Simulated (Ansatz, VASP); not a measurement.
**One calculation of ZrAl2N3, two programs**

```
CELL_PARAMETERS angstrom
-1.63322 1.63322 6.89946
1.63322 -1.63322 6.89946
1.63322 1.63322 -6.89946
ATOMIC_POSITIONS crystal
Zr 0.00000 0.00000 0.00000
Al 0.67469 0.67469 0.00000
Al 0.32531 0.32531 0.00000
N 0.09883 0.59883 0.50000
N 0.40117 0.90117 0.50000
N 0.75000 0.25000 0.50000
```

Alike in both runs: functional PBE; k mesh 16 × 16 × 16; occupations gaussian, width 0.1 eV; no spin polarisation.

Ansatz relaxed the structure, and its values are those at the end. VASP's run is a single point on that final structure, the one shown.

```csv
,VASP,Ansatz
version,VASP 6.6.1,Ansatz 0.2.0
potentials or method,"VASP PAW PBE potentials, release 64 (Zr_sv, Al, N), cutoff 520 eV","scalar-relativistic, plane waves, PAW"
valence electrons in the cell,33,33
```

Ansatz gave:

| Property | Result |
| --- | --- |
| gap on the k mesh at the Fermi level (eV) | none |
| pressure (GPa) | 0.0 |
| rms of the force components (eV/Å) | 0.000 |

**Question.** Estimate VASP's values.

**Answer.** gap on the k mesh at the Fermi level (eV): none; pressure (GPa): -0.1; rms of the force components (eV/Å): 0.010.

A gap of «none» marks a metal or a gap that the smearing closes.
